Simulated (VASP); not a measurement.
# Be24H in VASP: notebook

Be24H is run at these levels: PBE; tasks: relaxation of the atoms, single point.

Program: VASP 6.6.1. These are calculated values, not measurements. Logs are shortened: lines on timing, memory, paths and dates and some standing lists are left out, and cuts for length are marked.

### 1 The cell of the first run

The cell holds a slab with vacuum, 25 atoms: a = 4.525 Å, b = 7.134 Å, c = 19.869 Å, α = 90.00°, β = 90.00°, γ = 90.00°.

### 2 Relaxation of the atoms, PBE

INCAR reads:

```
PREC     = Accurate       # precision mode
ENCUT    = 520            # plane-wave cutoff, eV
EDIFF    = 1E-6           # SCF threshold, eV
ISMEAR   = 0              # smearing method
SIGMA    = 0.1            # smearing width, eV
LREAL    = Auto         
LASPH    = T              # aspherical terms in the spheres
NELM     = 100            # most SCF steps
ALGO     = Normal         # electronic algorithm
ISIF     = 2              # what is computed and relaxed
LWAVE    = F              # write WAVECAR
LCHARG   = F              # write CHGCAR
LDIPOL   = T            
IDIPOL   = 3            
DIPOL    = 0.5 0.5 0.321
GGA      = PE             # functional
IBRION   = 2              # ionic algorithm
NSW      = 36             # ionic steps
EDIFFG   = -0.025         # ionic threshold
KPAR     = 4
```

KPOINTS reads:

```
Automatic mesh
0
Gamma
  6 4 1
```

POSCAR reads:

```
Be24H
1.0
    4.5254381414      0.0000000000      0.0000000000
    0.0000000000      7.1336190818      0.0000000000
    0.0000000000      0.0000000000     19.8685529777
Be H
24 1
Selective dynamics
Direct
    0.0000000000      0.3750000000      0.2013231665  F F F
    0.0000000000      0.8750000000      0.2013231665  F F F
    0.5000000000      0.3750000000      0.2013231665  F F F
    0.5000000000      0.8750000000      0.2013231665  F F F
    0.2500000000      0.1250000000      0.2341987732  F F F
    0.2500000000      0.6250000000      0.2341987732  F F F
    0.7500000000      0.1250000000      0.2341987732  F F F
    0.7500000000      0.6250000000      0.2341987732  F F F
    0.2500000000      0.3750000000      0.2999499865  F F F
    0.2500000000      0.8750000000      0.2999499865  F F F
    0.7500000000      0.3750000000      0.2999499865  F F F
    0.7500000000      0.8750000000      0.2999499865  F F F
    0.0000000000      0.1250000000      0.3268353583  F F F
    0.0000000000      0.6250000000      0.3268353583  F F F
    0.5000000000      0.1250000000      0.3268353583  F F F
    0.5000000000      0.6250000000      0.3268353583  F F F
    0.0000000000      0.3750000000      0.3993099146  F F F
    0.0000000000      0.8750000000      0.3993099146  F F F
    0.5000000000      0.3750000000      0.3993099146  F F F
    0.5000000000      0.8750000000      0.3993099146  F F F
    0.2500000000      0.1250000000      0.4211958962  F F F
    0.2500000000      0.6250000000      0.4211958962  F F F
    0.7500000000      0.1250000000      0.4211958962  F F F
    0.7500000000      0.6250000000      0.4211958962  F F F
    0.2500000000      0.1875000000      0.4868513644  F F T
```

Potentials or basis: VASP PAW PBE potentials, release 64 (Be, H).

The run is started by

```sh
cat potpaw_PBE.64/Be/POTCAR potpaw_PBE.64/H/POTCAR > POTCAR
mpirun -np 4 vasp_std > vasp.out
```

OUTCAR:

```text
PREC = Accurate
   ENCUT = 520
   EDIFF = 1E-6
   ISMEAR = 0
   LREAL = Auto
   LASPH = T
   NELM = 100
   ISIF = 2
   GGA = PE
   IBRION = 2
   NSW = 36
   EDIFFG = -0.025

 ion  position               nearest neighbor table
   1  0.000  0.375  0.201-   5 2.21   6 2.21   7 2.21   8 2.21   3 2.26   3 2.26  11 2.26   9 2.26

   2  0.000  0.875  0.201-   5 2.21   6 2.21   7 2.21   8 2.21   4 2.26   4 2.26  12 2.26  10 2.26

   3  0.500  0.375  0.201-   5 2.21   6 2.21   7 2.21   8 2.21   1 2.26   1 2.26  11 2.26   9 2.26
[... 39 lines left out ...]
  23  0.750  0.125  0.421-  17 2.16  18 2.16  19 2.16  20 2.16  13 2.19  15 2.19  21 2.26  21 2.26

  24  0.750  0.625  0.421-  17 2.16  18 2.16  19 2.16  20 2.16  14 2.19  16 2.19  22 2.26  22 2.26

  25  0.250  0.188  0.487-  21 1.38

  LATTYP: Found a simple orthorhombic cell.
 ALAT       =     4.5254381414
 B/A-ratio  =     1.5763377730
 C/A-ratio  =     4.3904153271

  Lattice vectors:

 A1 = (   4.5254381414,   0.0000000000,   0.0000000000)
 A2 = (   0.0000000000,   7.1336190818,   0.0000000000)
 A3 = (   0.0000000000,   0.0000000000,  19.8685529777)

Analysis of symmetry for initial positions (statically):
=====================================================================
 Subroutine PRICEL returns:
 Original cell was already a primitive cell.

 Routine SETGRP: Setting up the symmetry group for a
 simple orthorhombic supercell.

 Subroutine GETGRP returns: Found  2 space group operations
 (whereof  1 operations were pure point group operations)
 out of a pool of  8 trial point group operations.

The static configuration has the point symmetry C_1 .
 The point group associated with its full space group is C_1h.

Analysis of symmetry for dynamics (positions and initial velocities):
=====================================================================
 Subroutine PRICEL returns:
 Original cell was already a primitive cell.

 Routine SETGRP: Setting up the symmetry group for a
 simple orthorhombic supercell.

 Subroutine GETGRP returns: Found  2 space group operations
 (whereof  1 operations were pure point group operations)
 out of a pool of  8 trial point group operations.

The dynamic configuration has the point symmetry C_1 .
 The point group associated with its full space group is C_1h.

Analysis of constrained symmetry for selective dynamics:
=====================================================================
 Subroutine PRICEL returns:
 Original cell was already a primitive cell.

 Routine SETGRP: Setting up the symmetry group for a
 simple orthorhombic supercell.

 Subroutine GETGRP returns: Found  2 space group operations
 (whereof  1 operations were pure point group operations)
 out of a pool of  8 trial point group operations.

The constrained configuration has the point symmetry C_1 .
 The point group associated with its full space group is C_1h.

 Subroutine INISYM returns: Found  2 space group operations
 (whereof  1 operations are pure point group operations),
 and found     1 'primitive' translations

----------------------------------------------------------------------------------------

                                     Primitive cell

  volume of cell :     641.4116

  direct lattice vectors                    reciprocal lattice vectors
     4.525438141  0.000000000  0.000000000     0.220973079  0.000000000  0.000000000
     0.000000000  7.133619082  0.000000000     0.000000000  0.140181300  0.000000000
     0.000000000  0.000000000 19.868552978     0.000000000  0.000000000  0.050330792

  length of vectors
     4.525438141  7.133619082 19.868552978     0.220973079  0.140181300  0.050330792

[... 138 lines left out ...]
   GGA     = PE    functional components
   LHFCALC =     F    Hartree Fock is set to
   AEXX    =    0.0000 exact exchange contribution
   IVDW    =     0    specifies the selected vdW correction
   LEPSILON=     F    determine dielectric tensor
   LRPA    =     F    only Hartree local field effects (RPA)
 conjugate gradient relaxation of ions
 non-spin polarized calculation
 Gauss-broadening in eV      SIGMA  =   0.10
  energy-cutoff  :      520.00
  volume of cell :      641.41
 maximum number of plane-waves:     17327
 NGX is ok and might be reduce to    36
   NGX = 17   NGY = 27   NGZ = 73

 dipolmoment           0.000000      0.000000     -0.070953 electrons x Angstroem

--------------------------------------- Ionic step        1  -------------------------------------------

 number of electron      49.0000000 magnetization

 Free energy of the ion-electron system (eV)
  ---------------------------------------------------
  ext. energy  EPLUGINS =         0.00000000
  ---------------------------------------------------
  free energy    TOTEN  =       -86.01845090 eV

  energy without entropy =      -85.99858031  energy(sigma->0) =      -86.00851561

------------------------ aborting loop because EDIFF is reached ----------------------------------------

  FORCE on cell =-STRESS in cart. coord.  units (eV):
  Direction    XX          YY          ZZ          XY          YZ          ZX
  --------------------------------------------------------------------------------------
  -------------------------------------------------------------------------------------
  Total       -0.6417279     -3.7818570     -1.3326905      0.0000000     -0.2070852      0.0000000
  in kB       -1.6029676     -9.4466735     -3.3289179      0.0000000     -0.5172766      0.0000000
  external PRESSURE =      -4.7928530 kB  Pullay stress =       0.0000000 kB

 VOLUME and BASIS-vectors are now :
 -----------------------------------------------------------------------------
  energy-cutoff  :      520.00
  volume of cell :      641.41
      direct lattice vectors                 reciprocal lattice vectors
     4.525438141  0.000000000  0.000000000     0.220973079  0.000000000  0.000000000
     0.000000000  7.133619082  0.000000000     0.000000000  0.140181300  0.000000000
     0.000000000  0.000000000 19.868552978     0.000000000  0.000000000  0.050330792

 POSITION                                       TOTAL-FORCE (eV/Angst)
 -----------------------------------------------------------------------------------
      0.00000      2.67511      4.00000         0.012175      0.015418      0.597160
      0.00000      6.24192      4.00000        -0.012475     -0.060414      0.561291
      2.26272      2.67511      4.00000        -0.012175      0.015418      0.597160
      2.26272      6.24192      4.00000         0.012475     -0.060414      0.561291
      1.13136      0.89170      4.65319         0.000000      0.031670     -0.661269
      1.13136      4.45851      4.65319         0.000000     -0.018088     -0.750926
[... 17 lines left out ...]
      3.39408      4.45851      8.36855         0.000000     -0.081151      0.100022
      1.13136      1.33755      9.67303         0.000000      0.062464      0.034608
 -----------------------------------------------------------------------------------
    total drift:                               -0.000000      0.000071      0.002430

  FREE ENERGIE OF THE ION-ELECTRON SYSTEM (eV)
  ---------------------------------------------------
  free  energy   TOTEN  =       -86.0184509011 eV

  energy  without entropy=      -85.9985803143  energy(sigma->0) =      -86.00851561

--------------------------------------- Ionic step        2  -------------------------------------------

 number of electron      49.0000001 magnetization

 dipolmoment           0.000000      0.000000      0.128929 electrons x Angstroem

 Free energy of the ion-electron system (eV)
  ---------------------------------------------------
  ext. energy  EPLUGINS =         0.00000000
  ---------------------------------------------------
  free energy    TOTEN  =       -86.01849492 eV

  energy without entropy =      -85.99862740  energy(sigma->0) =      -86.00856116

 E-fermi :  -1.2926     XC(G=0):  -4.1481

 val. band max:       -1.3108275582   @ k =   0.0000   0.2500   0.0000
 cond. band min:      -1.2784493385   @ k =   0.1667   0.0000   0.0000
 fundamental gap:      0.0323782196
 Fermi energy:        -1.2926014232

 k-point     1 :       0.0000    0.0000    0.0000
  band No.  band energies     occupation
      1     -11.5418      2.00000
      2      -9.4943      2.00000
      3      -9.4125      2.00000
      4      -9.3741      2.00000
      5      -7.3984      2.00000
      6      -7.3077      2.00000
[... 457 lines left out ...]
     35       3.2161      0.00000
     36       3.2227      0.00000
 [bands above 36 left out]

------------------------ aborting loop because EDIFF is reached ----------------------------------------

 vacuum level on the upper side and lower side of the slab       (xc-potential included)         0.345        -0.358

  FORCE on cell =-STRESS in cart. coord.  units (eV):
  Direction    XX          YY          ZZ          XY          YZ          ZX
  --------------------------------------------------------------------------------------
  -------------------------------------------------------------------------------------
  Total       -0.6407897     -3.7865608     -1.3573188      0.0000000     -0.2151923      0.0000000
  in kB       -1.6006239     -9.4584231     -3.3904368      0.0000000     -0.5375273      0.0000000
  external PRESSURE =      -4.8164946 kB  Pullay stress =       0.0000000 kB

 VOLUME and BASIS-vectors are now :
 -----------------------------------------------------------------------------
  energy-cutoff  :      520.00
  volume of cell :      641.41
      direct lattice vectors                 reciprocal lattice vectors
     4.525438141  0.000000000  0.000000000     0.220973079  0.000000000  0.000000000
     0.000000000  7.133619082  0.000000000     0.000000000  0.140181300  0.000000000
     0.000000000  0.000000000 19.868552978     0.000000000  0.000000000  0.050330792

 POSITION                                       TOTAL-FORCE (eV/Angst)
 -----------------------------------------------------------------------------------
      0.00000      2.67511      4.00000         0.012138      0.015464      0.597062
      0.00000      6.24192      4.00000        -0.012440     -0.060442      0.561224
      2.26272      2.67511      4.00000        -0.012138      0.015464      0.597062
      2.26272      6.24192      4.00000         0.012440     -0.060442      0.561224
      1.13136      0.89170      4.65319         0.000000      0.031652     -0.661015
      1.13136      4.45851      4.65319         0.000000     -0.017967     -0.750851
[... 17 lines left out ...]
      3.39408      4.45851      8.36855         0.000000     -0.081063      0.099807
      1.13136      1.33755      9.67470         0.000000      0.056541      0.018424
 -----------------------------------------------------------------------------------
    total drift:                               -0.000000      0.000067      0.004513

  FREE ENERGIE OF THE ION-ELECTRON SYSTEM (eV)
  ---------------------------------------------------
  free  energy   TOTEN  =       -86.0184949198 eV

  energy  without entropy=      -85.9986273990  energy(sigma->0) =      -86.00856116

 reached required accuracy - stopping structural energy minimisation

 vacuum level on the upper side and lower side of the slab         3.710         2.991
```

Wall time 4.8 min (4 MPI ranks of Intel Xeon Platinum 8488C (Sapphire Rapids), shared host); peak memory 0.7 GiB.

What came out:

```
Free energy               : -86.0185 eV
Energy gained by relaxing : 0.0 meV/atom
Ionic steps               : 2
Band gap on the k mesh    : zero (an odd number of electrons rules out a gap without spin polarisation)
```

Final structure:
```xyz
25
Lattice="4.5254 0.0000 0.0000 0.0000 7.1336 0.0000 0.0000 0.0000 19.8686" Properties=species:S:1:pos:R:3 pbc="T T T"
Be    0.0000    2.6751    4.0000
Be    0.0000    6.2419    4.0000
Be    2.2627    2.6751    4.0000
Be    2.2627    6.2419    4.0000
Be    1.1314    0.8917    4.6532
Be    1.1314    4.4585    4.6532
Be    3.3941    0.8917    4.6532
Be    3.3941    4.4585    4.6532
Be    1.1314    2.6751    5.9596
Be    1.1314    6.2419    5.9596
Be    3.3941    2.6751    5.9596
Be    3.3941    6.2419    5.9596
Be    0.0000    0.8917    6.4937
Be    0.0000    4.4585    6.4937
Be    2.2627    0.8917    6.4937
Be    2.2627    4.4585    6.4937
Be    0.0000    2.6751    7.9337
Be    0.0000    6.2419    7.9337
Be    2.2627    2.6751    7.9337
Be    2.2627    6.2419    7.9337
Be    1.1314    0.8917    8.3686
Be    1.1314    4.4585    8.3686
Be    3.3941    0.8917    8.3686
Be    3.3941    4.4585    8.3686
H     1.1314    1.3376    9.6747
```

### 3 Single point, PBE

INCAR reads:

```
SYSTEM = Be24H
PREC = Accurate
ENCUT = 520
EDIFF = 1E-6
ISMEAR = 0
SIGMA = 0.1
LREAL = Auto
LASPH = .True.
NELM = 60
ALGO = Normal
ISIF = 2
LWAVE = .False.
LCHARG = .True.
LDIPOL = .True.
IDIPOL = 3
DIPOL = 0.5 0.5 0.320
GGA = PE
LELF = .True.
LVHAR = .True.
LVACPOTAV = .True.
NBANDS = 42
```

KPOINTS reads:

```
Automatic mesh
0
Gamma
  6 4 1
  0 0 0
```

POSCAR reads:

```
Be24H
1.0
    4.5254381414      0.0000000000      0.0000000000
    0.0000000000      7.1336190818      0.0000000000
    0.0000000000      0.0000000000     19.8685529777
Be H
24 1
Direct
    0.0000000000      0.3750000000      0.2013231665
    0.0000000000      0.8750000000      0.2013231665
    0.5000000000      0.3750000000      0.2013231665
    0.5000000000      0.8750000000      0.2013231665
    0.2500000000      0.1250000000      0.2341987732
    0.2500000000      0.6250000000      0.2341987732
    0.7500000000      0.1250000000      0.2341987732
    0.7500000000      0.6250000000      0.2341987732
    0.2500000000      0.3750000000      0.2999499865
    0.2500000000      0.8750000000      0.2999499865
    0.7500000000      0.3750000000      0.2999499865
    0.7500000000      0.8750000000      0.2999499865
    0.0000000000      0.1250000000      0.3268353583
    0.0000000000      0.6250000000      0.3268353583
    0.5000000000      0.1250000000      0.3268353583
    0.5000000000      0.6250000000      0.3268353583
    0.0000000000      0.3750000000      0.3993099146
    0.0000000000      0.8750000000      0.3993099146
    0.5000000000      0.3750000000      0.3993099146
    0.5000000000      0.8750000000      0.3993099146
    0.2500000000      0.1250000000      0.4211958962
    0.2500000000      0.6250000000      0.4211958962
    0.7500000000      0.1250000000      0.4211958962
    0.7500000000      0.6250000000      0.4211958962
    0.2500000000      0.2500000000      0.4728706285
```

Potentials or basis: VASP PAW PBE potentials, release 64 (Be, H).

The run is started by

```sh
cat potpaw_PBE.64/Be/POTCAR potpaw_PBE.64/H/POTCAR > POTCAR
mpirun -np 1 vasp_std > vasp.out
```

Run time: 15 min. Hardware: 1 thread of Oxide Virtual Turin-like, shared host; peak memory 0.65 GiB.

Results (log left out):

| Property | Result |
| --- | --- |
| Free energy | -86.1297 eV |
| Largest force | 0.941 eV/Å |
| Band gap on the k mesh | zero (an odd number of electrons rules out a gap without spin polarisation) |

Forces on the atoms (eV/Å):
```
Be   0.019 -0.007  0.574
Be  -0.059 -0.058  0.541
Be  -0.019 -0.007  0.574
Be   0.059 -0.058  0.541
Be   0.000  0.059 -0.727
Be   0.000 -0.094 -0.659
Be   0.000  0.109 -0.619
Be   0.000  0.084 -0.820
Be   0.000 -0.041  0.347
Be   0.000 -0.132  0.043
Be   0.000  0.065  0.020
Be   0.000  0.007  0.153
Be   0.083  0.027  0.192
Be  -0.085  0.083 -0.020
Be  -0.083  0.027  0.192
Be   0.085  0.083 -0.020
Be  -0.189  0.047  0.308
Be  -0.094 -0.057 -0.079
Be   0.189  0.047  0.308
Be   0.094 -0.057 -0.079
Be   0.000 -0.759 -0.557
Be   0.000  0.355 -0.116
Be   0.000 -0.207 -0.160
Be   0.000 -0.129  0.044
H    0.000  0.612  0.017
```

Levels at points of the mesh, in eV from the Fermi level:
```
           k point  band 20  band 21  band 22  band 23  band 24  band 25  band 26  band 27  band 28  band 29
(0.00, 0.00, 0.00)    -2.37    -2.36    -1.30    -0.79    -0.16    -0.13     0.26     0.79     1.64     1.96
(0.50, 0.00, 0.00)    -1.56    -1.32    -1.13     0.17     0.77     0.89     1.36     1.36     1.44     1.44
(0.00, 0.50, 0.00)    -2.20    -1.38    -1.07    -0.92    -0.89    -0.45     0.06     0.72     1.37     2.53
(0.50, 0.50, 0.00)    -1.88    -1.39    -0.57    -0.49    -0.47     0.29     0.45     0.47     0.48     1.87
```

### 4 Single point, PBE

INCAR reads:

```
SYSTEM = Be24H
PREC = Accurate
ENCUT = 520
EDIFF = 1E-7
ISMEAR = 0
SIGMA = 0.1
LREAL = Auto
LASPH = .TRUE.
NELM = 60
ALGO = Normal
ISIF = 2
LWAVE = .FALSE.
LCHARG = .FALSE.
LDIPOL = .TRUE.
IDIPOL = 3
DIPOL = 0.5 0.5 0.320
GGA = PE
NBANDS = 42
```

KPOINTS reads:

```
regular mesh
0
G
  6 4 1
  0 0 0
```

POSCAR, as its differences from that of step 3:

```diff
@@ -32,2 +32,2 @@
     0.7500000000      0.6250000000      0.4211958962
-    0.2500000000      0.2500000000      0.4728706285
+    0.4166666667      0.1250000000      0.4803904506
```

The run is started by

```sh
cat potpaw_PBE.64/Be/POTCAR potpaw_PBE.64/H/POTCAR > POTCAR
mpirun -np 1 vasp_std > vasp.out
```

Run time: 15 min. Hardware: 1 thread of Oxide Virtual Turin-like, shared host; peak memory 0.64 GiB.

It converged, with:

```
Free energy            : -86.2965 eV
Largest force          : 0.840 eV/Å
Band gap on the k mesh : zero (an odd number of electrons rules out a gap without spin polarisation)
```

Forces on the atoms (eV/Å):
```
Be  -0.001 -0.048  0.552
Be  -0.001  0.048  0.552
Be   0.001  0.116  0.589
Be   0.001 -0.116  0.589
Be  -0.064  0.000 -0.639
Be  -0.001  0.000 -0.788
Be   0.050  0.000 -0.606
Be  -0.014  0.000 -0.802
Be  -0.060  0.084  0.130
Be  -0.060 -0.084  0.130
Be   0.073  0.077  0.080
Be   0.073 -0.077  0.080
Be   0.091  0.000  0.181
Be  -0.033  0.000  0.035
Be   0.001  0.000  0.132
Be   0.010  0.000 -0.121
Be  -0.117  0.236 -0.135
Be  -0.117 -0.236 -0.135
Be   0.023  0.344 -0.130
Be   0.023 -0.344 -0.130
Be   0.019  0.000 -0.119
Be   0.005  0.000 -0.023
Be  -0.677  0.000  0.498
Be   0.016  0.000  0.069
H    0.762  0.000  0.008
```

Levels at points of the mesh, in eV from the Fermi level:
```
           k point  band 22  band 23  band 24  band 25  band 26  band 27  band 28  band 29
(0.00, 0.00, 0.00)    -1.23    -0.91    -0.13    -0.05     0.33     0.89     1.78     2.19
(0.50, 0.00, 0.00)    -1.05     0.13     0.81     0.87     1.40     1.43     1.50     1.52
(0.00, 0.50, 0.00)    -1.03    -0.97    -0.82    -0.47     0.11     0.65     1.45     3.06
(0.50, 0.50, 0.00)    -0.47    -0.44    -0.41     0.25     0.53     0.55     0.56     1.65
```

### 5 The runs side by side

```csv
task,cell,gap on the mesh (eV),largest force (eV/Å)
relaxation of the atoms,"atoms relaxed, atomic positions A",none,-
single point,"as given, atomic positions B",none,0.94
single point,"as given, atomic positions C",none,0.84
```

Alike in all rows: level PBE; potentials or basis VASP PAW PBE potentials, release 64 (Be, H); no spin polarisation; k mesh 6 × 4 × 1; cutoff (eV) 520; smearing gaussian 0.1 eV.

Absolute energies hang on the potentials; compare differences alone.
